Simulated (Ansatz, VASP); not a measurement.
**One calculation of AlAu2, two programs**

```xyz
3
Lattice="-1.6523 1.6523 4.2133 1.6523 -1.6523 4.2133 1.6523 1.6523 -4.2133" Properties=species:S:1:pos:R:3 pbc="T T T"
Al    0.0000    0.0000    0.0000
Au    0.0000    0.0000    5.5366
Au    0.0000    0.0000    2.8900
```

Alike in both runs: task single point; functional LDA; k mesh 16 × 16 × 16; occupations gaussian, width 0.15 eV; no spin polarisation.

|  | VASP | Ansatz |
| --- | --- | --- |
| version | VASP 6.6.1 | Ansatz 0.2.0 |
| potentials or method | VASP PAW LDA potentials, release 64 (Al, Au), cutoff 520 eV | scalar-relativistic, plane waves, PAW |
| valence electrons in the cell | 25 | 41 |

```tsv
	VASP	Ansatz	Ansatz less VASP
gap on the k mesh at the Fermi level (eV)	none	none	-
pressure (GPa)	6.0	5.6	-0.43
traceless stress, the component that is largest in VASP (GPa)	3.20	3.06	-0.140
rms of the force components (eV/Å)	0.172	0.165	-0.0068
```

LDA's correlation is that of Perdew and Zunger in VASP and of Perdew and Wang (1992) in Ansatz. Atom by atom the forces differ by 0.007 eV/Å (rms over components). A gap of «none» marks a metal or a gap that the smearing closes. VASP's potentials hold 25 valence electrons a cell and Ansatz's 41, so a difference there can come from the potentials and not from the codes.

Spin-orbit coupling is off throughout.
